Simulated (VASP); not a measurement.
# Si (Fd-3m) in VASP: further runs

The runs below take Si through single point, with PBE.

All numbers are computed with VASP 6.6.1; they aren't measurements. Logs are shortened: lines on timing, memory, paths and dates and some standing lists are left out, and cuts for length are marked.

## 1. The cell of the first run

The structure is cubic, space group Fd-3m (No. 227). The conventional cell has a = 5.470 Å, b = 5.470 Å, c = 5.470 Å, α = 90.00°, β = 90.00°, γ = 90.00°. Si (site symmetry -43m) has 4 Si at 2.37 Å within 3.1 Å.

## 2. Single point, PBE

File INCAR:

```
PREC = Accurate
ENCUT = 520
EDIFF = 1E-6
ISMEAR = 0
SIGMA = 0.01
LREAL = F
LASPH = T
NELM = 100
ALGO = Normal
ISIF = 2
LWAVE = F
LCHARG = T
GGA = PE
LELF = T
LVHAR = T
NBANDS = 11
```

File KPOINTS:

```
Automatic mesh
0
Gamma
  8 8 8
```

File POSCAR:

```
Si
1.0
    0.0000000000      2.7350468812      2.7350468812
    2.7350468812      0.0000000000      2.7350468812
    2.7350468812      2.7350468812      0.0000000000
Si
2
Direct
    0.7500000000      0.7500000000      0.7500000000
    0.5000000000      0.5000000000      0.5000000000
```

Potentials or basis: VASP PAW PBE potentials, release 64 (Si).

Command:

```sh
$ cat potpaw_PBE.64/Si/POTCAR > POTCAR
$ mpirun -np 1 vasp_std > vasp.out
```

OUTCAR:

```text
PREC = Accurate
   ENCUT = 520
   EDIFF = 1E-6
   ISMEAR = 0
   LREAL = F
   LASPH = T
   NELM = 100
   ISIF = 2
   GGA = PE

 ion  position               nearest neighbor table
   1  0.750  0.750  0.750-   2 2.37   2 2.37   2 2.37   2 2.37
   2  0.500  0.500  0.500-   1 2.37   1 2.37   1 2.37   1 2.37

  LATTYP: Found a face centered cubic cell.
 ALAT       =     5.4700937624

  Lattice vectors:

 A1 = (   0.0000000000,   2.7350468812,   2.7350468812)
 A2 = (   2.7350468812,   0.0000000000,   2.7350468812)
 A3 = (   2.7350468812,   2.7350468812,   0.0000000000)

Analysis of symmetry for initial positions (statically):
=====================================================================
 Subroutine PRICEL returns:
 Original cell was already a primitive cell.

 Routine SETGRP: Setting up the symmetry group for a
 face centered cubic supercell.

 Subroutine GETGRP returns: Found 48 space group operations
 (whereof 24 operations were pure point group operations)
 out of a pool of 48 trial point group operations.

The static configuration has the point symmetry T_d .
 The point group associated with its full space group is O_h .

Analysis of symmetry for dynamics (positions and initial velocities):
=====================================================================
 Subroutine PRICEL returns:
 Original cell was already a primitive cell.

 Routine SETGRP: Setting up the symmetry group for a
 face centered cubic supercell.

 Subroutine GETGRP returns: Found 48 space group operations
 (whereof 24 operations were pure point group operations)
 out of a pool of 48 trial point group operations.

The dynamic configuration has the point symmetry T_d .
 The point group associated with its full space group is O_h .

 Subroutine INISYM returns: Found 48 space group operations
 (whereof 24 operations are pure point group operations),
 and found     1 'primitive' translations

----------------------------------------------------------------------------------------

                                     Primitive cell

  volume of cell :      40.9189

  direct lattice vectors                    reciprocal lattice vectors
     0.000000000  2.735046881  2.735046881    -0.182812223  0.182812223  0.182812223
     2.735046881  0.000000000  2.735046881     0.182812223 -0.182812223  0.182812223
     2.735046881  2.735046881  0.000000000     0.182812223  0.182812223 -0.182812223

  length of vectors
     3.867940393  3.867940393  3.867940393     0.316640058  0.316640058  0.316640058

  position of ions in fractional coordinates (direct lattice)
     0.750000000  0.750000000  0.750000000
     0.500000000  0.500000000  0.500000000

  ion indices of the primitive-cell ions
   primitive index   ion index
                 1           1
                 2           2

----------------------------------------------------------------------------------------

 KPOINTS: Automatic mesh

Automatic generation of k-mesh.
 Grid dimensions read from file:
 generate k-points for:    8    8    8

 Generating k-lattice:

  Cartesian coordinates                     Fractional coordinates (reciprocal lattice)
    -0.022851528  0.022851528  0.022851528     0.125000000  0.000000000  0.000000000
     0.022851528 -0.022851528  0.022851528     0.000000000  0.125000000  0.000000000
     0.022851528  0.022851528 -0.022851528     0.000000000  0.000000000  0.125000000

  Length of vectors
     0.039580007  0.039580007  0.039580007

  Shift w.r.t. Gamma in fractional coordinates (k-lattice)
     0.000000000  0.000000000  0.000000000

 Subroutine IBZKPT returns following result:
 ===========================================

 Found     29 irreducible k-points:

 Following reciprocal coordinates:
            Coordinates               Weight
  0.000000  0.000000  0.000000      1.000000
  0.125000  0.000000  0.000000      8.000000
  0.250000  0.000000  0.000000      8.000000
  0.375000  0.000000  0.000000      8.000000
  0.500000  0.000000  0.000000      4.000000
  0.125000  0.125000  0.000000      6.000000
[... 16 lines left out ...]
  0.500000  0.250000  0.125000     48.000000
 -0.375000  0.250000  0.125000     24.000000
 [... further k-points ...]
   k-points           NKPTS =     29   k-points in BZ     NKDIM =     29   number of bands    NBANDS=     11
   number of dos      NEDOS =    301   number of ions     NIONS =      2
   total plane-waves  NPLWV =  27000
   dimension x,y,z NGX =    30 NGY =   30 NGZ =   30
   dimension x,y,z NGXF=    60 NGYF=   60 NGZF=   60
   ions per type =               2
   NGX,Y,Z   is equivalent  to a cutoff of  12.89, 12.89, 12.89 a.u.
   NGXF,Y,Z  is equivalent  to a cutoff of  25.79, 25.79, 25.79 a.u.
 SYSTEM =  unknown system
   PREC   = accura    normal or accurate (medium, high low for compatibility)
   ISTART =      0    job   : 0-new  1-cont  2-samecut
   ICHARG =      2    charge: 1-file 2-atom 10-const
   ISPIN  =      1    spin polarized calculation?
   LNONCOLLINEAR =      F non collinear calculations
   LSORBIT =      F    spin-orbit coupling
   LASPH  =      T    aspherical Exc in radial PAW
   ENCUT  =  520.0 eV  38.22 Ry    6.18 a.u.   7.19  7.19  7.19*2*pi/ulx,y,z
   NELM   =    100;   NELMIN=  2; NELMDL= -5     # of ELM steps
   EDIFF  = 0.1E-05   stopping-criterion for ELM
   LREAL  =      F    real-space projection
   EDIFFG = 0.1E-04   stopping-criterion for IOM
   NSW    =      0    number of steps for IOM
   IBRION =     -1    ionic relax: 0-MD 1-quasi-New 2-CG
   NFREE  =      0    steps in history (QN), initial steepest desc. (CG)
   ISIF   =      2    stress and relaxation
   ISYM   =      2    0-nonsym 1-usesym 2-fastsym
   POTIM  = 0.5000    time-step for ionic-motion
   TEBEG  =    0.0;   TEEND  =   0.0 temperature during run
   PSTRESS=    0.0 pullay stress
   NELECT =       8.0000    total number of electrons
   NUPDOWN=      -1.0000    fix difference up-down
   EMIN   =  10.00;   EMAX   =-10.00  energy-range for DOS
   EFERMI =   0.00;   METHOD = LEGACY
   ISMEAR =     0;   SIGMA  =   0.01  broadening in eV -4-tet -1-fermi 0-gaus
   EFERMI_NEDOS =   21; number of points for ismear=-14 and -15
   IALGO  =     38    algorithm
   IMIX   =      4    mixing-type and parameters
     AMIX     =   0.40;   BMIX     =  1.00
     AMIX_MAG =   1.60;   BMIX_MAG =  1.00
  volume/ion in A,a.u.               =      20.46       138.07
  Fermi-wavevector in a.u.,A,eV,Ry     =   0.950160  1.795542 12.283393  0.902804
  Thomas-Fermi vector in A             =   2.078511
   LORBIT       =      0    0 simple, 1 ext, 2 COOP (PROOUT), +10 PAW based schemes
   GGA     = PE    functional components
   LHFCALC =     F    Hartree Fock is set to
   AEXX    =    0.0000 exact exchange contribution
   IVDW    =     0    specifies the selected vdW correction
   LEPSILON=     F    determine dielectric tensor
   LRPA    =     F    only Hartree local field effects (RPA)
 non-spin polarized calculation
 Gauss-broadening in eV      SIGMA  =   0.01
  energy-cutoff  :      520.00
  volume of cell :       40.92
 maximum number of plane-waves:      1124
 NGX is ok and might be reduce to    30

 number of electron       8.0000001 magnetization

 Free energy of the ion-electron system (eV)
  ---------------------------------------------------
  ext. energy  EPLUGINS =         0.00000000
  ---------------------------------------------------
  free energy    TOTEN  =       -10.84608134 eV

  energy without entropy =      -10.84608134  energy(sigma->0) =      -10.84608134

 E-fermi :   5.7220     XC(G=0):  -9.3237

 val. band max:        5.6099048833   @ k =   0.0000   0.0000   0.0000
 cond. band min:       6.2610804525   @ k =   0.3750   0.3750   0.0000
 fundamental gap:      0.6511755691
 Fermi energy:         5.7219692378

 k-point     1 :       0.0000    0.0000    0.0000
  band No.  band energies     occupation
      1      -6.1999      2.00000
      2       5.6099      2.00000
      3       5.6099      2.00000
      4       5.6099      2.00000
      5       8.1661      0.00000
      6       8.1661      0.00000
      7       8.1661      0.00000
      8       8.7353      0.00000
      9      13.3181      0.00000
     10      13.3181      0.00000
     11      13.4841      0.00000

 k-point     2 :       0.1250    0.0000    0.0000
  band No.  band energies     occupation
      1      -5.9996      2.00000
      2       4.0193      2.00000
      3       5.3277      2.00000
      4       5.3277      2.00000
      5       8.0505      0.00000
      6       8.5812      0.00000
      7       8.5812      0.00000
      8      10.1363      0.00000
      9      12.8455      0.00000
     10      12.8455      0.00000
     11      14.2594      0.00000

 k-point     3 :       0.2500    0.0000    0.0000
  band No.  band energies     occupation
      1      -5.4156      2.00000
      2       1.7249      2.00000
      3       4.8653      2.00000
      4       4.8653      2.00000
      5       7.5665      0.00000
      6       9.0991      0.00000
      7       9.0991      0.00000
      8      12.3549      0.00000
      9      12.7963      0.00000
     10      12.7963      0.00000
     11      14.5369      0.00000

 k-point     4 :       0.3750    0.0000    0.0000
  band No.  band energies     occupation
      1      -4.5417      2.00000
      2      -0.2583      2.00000
      3       4.5427      2.00000
      4       4.5427      2.00000
      5       7.2019      0.00000
      6       9.0626      0.00000
      7       9.0626      0.00000
      8      13.4453      0.00000
      9      14.1472      0.00000
     10      14.1472      0.00000
     11      15.1157      0.00000
[... 239 lines left out ...]
 k-point    22 :       0.3750    0.2500    0.1250
  band No.  band energies     occupation
      1      -4.8959      2.00000
      2       1.3424      2.00000
      3       2.9597      2.00000
      4       4.2106      2.00000
      5       8.0527      0.00000
      6       9.4342      0.00000
      7       9.8129      0.00000
      8      11.0486      0.00000
      9      13.3202      0.00000
     10      15.7104      0.00000
     11      16.5702      0.00000

 k-point    23 :       0.5000    0.2500    0.1250
  band No.  band energies     occupation
      1      -4.0271      2.00000
      2      -0.1762      2.00000
      3       2.3558      2.00000
      4       3.7236      2.00000
      5       8.4736      0.00000
      6       9.1387      0.00000
      7      10.5861      0.00000
      8      11.4862      0.00000
      9      14.5377      0.00000
     10      15.2331      0.00000
     11      17.5090      0.00000

 k-point    24 :      -0.3750    0.2500    0.1250
  band No.  band energies     occupation
      1      -3.3935      2.00000
      2      -1.0949      2.00000
      3       2.2244      2.00000
      4       3.5008      2.00000
      5       8.6320      0.00000
      6       8.7564      0.00000
      7      11.4545      0.00000
      8      12.6743      0.00000
      9      12.9140      0.00000
     10      16.1152      0.00000
     11      17.1583      0.00000

 [... further k-points ...]
[... 5 lines left out ...]
  --------------------------------------------------------------------------------------
  -------------------------------------------------------------------------------------
  Total       -0.0163182     -0.0163182     -0.0163182     -0.0000000      0.0000000      0.0000000
  in kB       -0.6389359     -0.6389359     -0.6389359     -0.0000000      0.0000000      0.0000000
  external PRESSURE =      -0.6389359 kB  Pullay stress =       0.0000000 kB

 VOLUME and BASIS-vectors are now :
 -----------------------------------------------------------------------------
  energy-cutoff  :      520.00
  volume of cell :       40.92
      direct lattice vectors                 reciprocal lattice vectors
     0.000000000  2.735046881  2.735046881    -0.182812223  0.182812223  0.182812223
     2.735046881  0.000000000  2.735046881     0.182812223 -0.182812223  0.182812223
     2.735046881  2.735046881  0.000000000     0.182812223  0.182812223 -0.182812223

 POSITION                                       TOTAL-FORCE (eV/Angst)
 -----------------------------------------------------------------------------------
      4.10257      4.10257      4.10257        -0.000000     -0.000000     -0.000000
      2.73505      2.73505      2.73505         0.000000      0.000000      0.000000
 -----------------------------------------------------------------------------------
    total drift:                                0.000000     -0.000000     -0.000000

  FREE ENERGIE OF THE ION-ELECTRON SYSTEM (eV)
  ---------------------------------------------------
  free  energy   TOTEN  =       -10.8460813372 eV

  energy  without entropy=      -10.8460813372  energy(sigma->0) =      -10.84608134
```

Wall time 6 s (1 thread of Intel Xeon 6975P-C (Granite Rapids), shared host); peak memory 0.16 GiB.

What came out:

```
Free energy            : -10.8461 eV
Pressure               : -0.1 GPa
Band gap on the k mesh : 0.65 eV, indirect (least direct gap 2.56 eV)
```

A k mesh can miss the band edges. As with any semilocal functional, this PBE gap is likely too small.

## 3. Single point, PBE

This run uses another cell than the first one: it holds 32 atoms, not 2.

File INCAR:

```
PREC = Accurate
ENCUT = 520
EDIFF = 1E-7
ISMEAR = 0
SIGMA = 0.01
LREAL = Auto
LASPH = True
NELM = 80
ALGO = Normal
ISIF = 2
LWAVE = False
LCHARG = False
GGA = PE
NBANDS = 86
```

File KPOINTS:

```
regular mesh
0
Gamma
  3 3 3
```

File POSCAR:

```
Si
1.0
    5.4700937624     -5.4700937624      5.4700937624
   -5.4700937624      5.4700937624      5.4700937624
   -5.4700937624     -5.4700937624     -5.4700937624
Si
32
Direct
    0.2500000000      0.0000000000      0.0000000000
    0.5000000000      0.0000000000      0.7500000000
    0.7500000000      0.0000000000      0.5000000000
    0.0000000000      0.2500000000      0.0000000000
    0.2500000000      0.2500000000      0.7500000000
    0.0000000000      0.0000000000      0.2500000000
    0.7500000000      0.5000000000      0.0000000000
    0.5000000000      0.2500000000      0.5000000000
    0.7500000000      0.2500000000      0.2500000000
    0.0000000000      0.5000000000      0.7500000000
    0.5000000000      0.7500000000      0.0000000000
    0.2500000000      0.5000000000      0.5000000000
    0.7500000000      0.7500000000      0.7500000000
    0.5000000000      0.5000000000      0.2500000000
    0.0000000000      0.7500000000      0.5000000000
    0.2500000000      0.7500000000      0.2500000000
    0.2500000000      0.0000000000      0.2500000000
    0.5000000000      0.0000000000      0.0000000000
    0.7500000000      0.0000000000      0.7500000000
    0.0000000000      0.2500000000      0.2500000000
    0.2500000000      0.2500000000      0.0000000000
    0.0000000000      0.0000000000      0.5000000000
    0.7500000000      0.5000000000      0.2500000000
    0.5000000000      0.2500000000      0.7500000000
    0.7500000000      0.2500000000      0.5000000000
    0.0000000000      0.5000000000      0.0000000000
    0.5000000000      0.7500000000      0.2500000000
    0.2500000000      0.5000000000      0.7500000000
    0.7500000000      0.7500000000      0.0000000000
    0.5000000000      0.5000000000      0.5000000000
    0.0000000000      0.7500000000      0.7500000000
    0.2500000000      0.7500000000      0.5000000000
```

Potentials or basis: VASP PAW PBE potentials, release 64 (Si).

Command:

```sh
$ cat potpaw_PBE.64/Si/POTCAR > POTCAR
$ mpirun -np 1 vasp_std > vasp.out
```

Run time: 3.9 min. Hardware: 1 thread of Intel Xeon Platinum 8488C (Sapphire Rapids), shared host; peak memory 0.69 GiB.

Results (log left out):

```
Free energy            : -173.6078 eV
Pressure               : -0.1 GPa
Band gap on the k mesh : 0.75 eV
```

Levels at points of the mesh, in eV from the valence-band top:
```tsv
k point	band 62	band 63	band 64	band 65	band 66	band 67
(0.00, 0.00, 0.00)	0.00	0.00	0.00	0.75	0.75	0.75
```

A k mesh can miss the band edges. As with any semilocal functional, this PBE gap is likely too small.
